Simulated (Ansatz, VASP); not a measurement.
# Cu: VASP beside Ansatz

The input INCAR:

```
SYSTEM = Cu
PREC     = Accurate       ! precision mode
ENCUT    = 520            ! plane-wave cutoff, eV
EDIFF    = 1E-6           ! SCF threshold, eV
ISMEAR   = 0              ! smearing method
SIGMA    = 0.15           ! smearing width, eV
LREAL    = .FALSE.        ! projectors in reciprocal space
LASPH    = .TRUE.         ! aspherical terms in the spheres
NELM     = 80             ! most SCF steps
ALGO     = Fast           ! electronic algorithm
ISIF     = 2              ! what is computed and relaxed
LWAVE    = .FALSE.        ! write WAVECAR
LCHARG   = .FALSE.        ! write CHGCAR
GGA      = PS             ! functional
NBANDS   = 12             ! bands
```

Contents of KPOINTS:

```
regular mesh
0
G
  22 22 22
  0 0 0
```

File POSCAR:

```
Cu
1.0
    0.0000000000      1.8346125000      1.8075000000
    1.8346125000      0.0000000000      1.8075000000
    1.8346125000      1.8346125000      0.0000000000
Cu
1
Direct
    0.0000000000      0.0000000000      0.0000000000
```

Input for Ansatz:

```yaml
crystal:
  lattice:
    - [0.0, 1.8346125, 1.8075]
    - [1.8346125, 0.0, 1.8075]
    - [1.8346125, 1.8346125, 0.0]
  atoms:
    - { symbol: Cu, position: [0.0, 0.0, 0.0] }
basis:
  ecutwfc: 420
kpoints:
  mp_grid: { grid: [22, 22, 22] }
hamiltonian:
  xc: pbesol
scf:
  occupations: { method: gaussian, width: 0.15 }
output:
  forces: true
  stress: true
  eigenvalues: true
  write_density: true
  write_potential: true
  elf: true
  volumetric_format: npy
```

Change from the starting cell: strain +0.0150 x Voigt [1, 1, 0, 0, 0, 0], atoms carried along.

Alike in both runs: task single point; functional PBEsol; k mesh 22 × 22 × 22; occupations gaussian, width 0.15 eV; no spin polarisation.

|  | VASP | Ansatz |
| --- | --- | --- |
| version | VASP 6.6.1 | Ansatz 0.2.0 |
| potentials or method | VASP PAW PBE potentials, release 64 (Cu), cutoff 520 eV | scalar-relativistic, plane waves, PAW |
| valence electrons in the cell | 11 | 19 |

Ansatz gave:

- gap on the k mesh at the Fermi level (eV): none
- pressure (GPa): -10.2
- traceless stress, the component that is largest in VASP (GPa): 0.50

Q: Which values does VASP return?

A: gap on the k mesh at the Fermi level (eV): none; pressure (GPa): -9.4; traceless stress, the component that is largest in VASP (GPa): 0.50.

VASP's potentials were made for PBE, not for PBEsol. A gap of «none» marks a metal or a gap that the smearing closes. VASP's potentials hold 11 valence electrons a cell and Ansatz's 19, so a difference there can come from the potentials and not from the codes.
